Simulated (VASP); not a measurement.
# CoO: single point with PBE+U

The system is CoO.

```
O Co
1.0
     0.00000    2.12900    2.12900
     2.12900    0.00000    2.12900
     2.12900    2.12900    0.00000
O Co
1 1
Direct
  0.50000 0.50000 0.50000
  0.00000 0.00000 0.00000
```

```
Program                : VASP 6.6.1
Task                   : single point
Functional             : PBE
Potentials or basis    : VASP PAW PBE potentials, release 64 (O, Co_sv)
Cutoff                 : 700 eV
k mesh                 : 8 × 8 × 8
Occupations            : fermi-dirac, width 0.003 eV
Spin                   : collinear spin, ferromagnetic start
Starting moments       : [0.0, 3.0] μB
Hubbard terms          : Co d U = 3.32 eV
Dipole correction      : no
Further INCAR settings : ALGO = Normal; EDIFF = 1e-06; NBANDS = 22
```

- Pressure: -0.4 GPa
- Band gap on the k mesh: zero (filled and empty bands overlap)
- Net moment: 3.00 μB per cell
- Site moments: O +0.25; Co +2.69 μB
- Valence electrons inside the program's atomic spheres: O 5.01; Co 14.88

Levels at points of the mesh, in eV from the Fermi level:
Spin up:
```
           k point  band 9  band 10  band 11  band 12  band 13  band 14  band 15  band 16  band 17  band 18
(0.00, 0.00, 0.00)   -4.15    -4.15    -2.64    -2.64    -2.64     1.33    17.13    17.98    17.98    17.98
(0.50, 0.00, 0.00)   -3.53    -3.53    -2.69    -0.26    -0.26     5.37     9.70    13.69    13.69    20.46
(0.50, 0.50, 0.00)   -3.88    -3.88    -3.68    -3.25    -3.25     6.10    10.23    11.53    16.07    16.07
```
Spin down:
```tsv
k point	band 7	band 8	band 9	band 10	band 11	band 12	band 13	band 14
(0.00, 0.00, 0.00)	-2.17	-2.17	-1.13	-1.13	-1.13	1.66	1.66	1.82
(0.50, 0.00, 0.00)	-4.01	-4.01	-0.10	-0.10	0.19	4.10	4.10	5.60
(0.50, 0.50, 0.00)	-3.44	-3.44	-2.23	0.08	0.08	2.18	2.60	7.00
```

Eigenvalues of the final occupation matrices:
```tsv
site	spin	trace	eigenvalues
site 2 d	1	4.68	0.92 0.92 0.92 0.96 0.96
site 2 d	2	2.01	0.10 0.10 0.60 0.60 0.60
```

It took 36 s on 1 thread of Intel(R) Xeon(R) Platinum 8488C (Sapphire Rapids), on a shared host, peak memory 0.18 GiB.

Caveat: a cell with one magnetic atom can't hold antiferromagnetic order, which such compounds often take. The state reached can hang on the start; a lower one may exist.
